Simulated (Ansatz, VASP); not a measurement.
# One calculation of Ni, two programs

The input INCAR:

```
SYSTEM = Ni
ALGO = Normal ; EDIFF = 1E-6
ENCUT = 520 ; GGA = PE
ISIF = 2 ; ISMEAR = 0
ISPIN = 2 ; LASPH = .True.
LCHARG = .False. ; LMAXMIX = 4
LORBIT = 11 ; LREAL = .False.
LWAVE = .False. ; MAGMOM = 0.672
NBANDS = 15 ; NELM = 150
PREC = Accurate ; SIGMA = 0.03
```

Contents of KPOINTS:

```
k-points
0
Gamma
  15 15 15
  0 0 0
```

POSCAR

```
Ni
1.0
    0.0000000000      1.7596893266      1.7596893266
    1.7596893266      0.0000000000      1.7596893266
    1.7596893266      1.7596893266      0.0000000000
Ni
1
Direct
    0.0000000000      0.0000000000      0.0000000000
```

Input for Ansatz:

```yaml
crystal:
  lattice:
    - [0.0, 1.7596893266, 1.7596893266]
    - [1.7596893266, 0.0, 1.7596893266]
    - [1.7596893266, 1.7596893266, 0.0]
  atoms:
    - { symbol: Ni, position: [0.0, 0.0, 0.0], spin: 0.672 }
hamiltonian:
  xc: pbe
  pseudopotentials:
    kind: paw
    azcp:
      Ni: "pseudopotentials/Ni.paw.azcp"
basis:
  ecutwfc: 420
  fft_grid_basis: typed
kpoints:
  mp_grid: { grid: [15, 15, 15], shift: [0, 0, 0] }
magnetization:
  spin_polarized: true
scf:
  occupations: { method: gaussian, width: 0.03 }
  lower_state_search: "off"
output:
  stress: true
  write_density: true
  write_potential: true
  elf: true
  volumetric_format: npy
```

Alike in both runs: task single point; functional PBE; k mesh 15 × 15 × 15; occupations gaussian, width 0.03 eV; collinear spin.

|  | VASP | Ansatz |
| --- | --- | --- |
| version | VASP 6.6.1 | Ansatz 0.2.0 |
| potentials or method | VASP PAW PBE potentials, release 64 (Ni), cutoff 520 eV | plane waves (420 eV) with PAW, scalar-relativistic |
| valence electrons in the cell | 10 | 18 |

```csv
,VASP,Ansatz,Ansatz less VASP
pressure (GPa),-0.2,0.0,+0.16
net moment per atom (μB),0.64,0.67,+0.027
size of the moment on the site where the two differ most (μB),0.66,0.71,+0.053
```

Site moments also hang on the region over which each program counts them. VASP's potentials hold 10 valence electrons a cell and Ansatz's 18, so a difference there can come from the potentials and not from the codes.
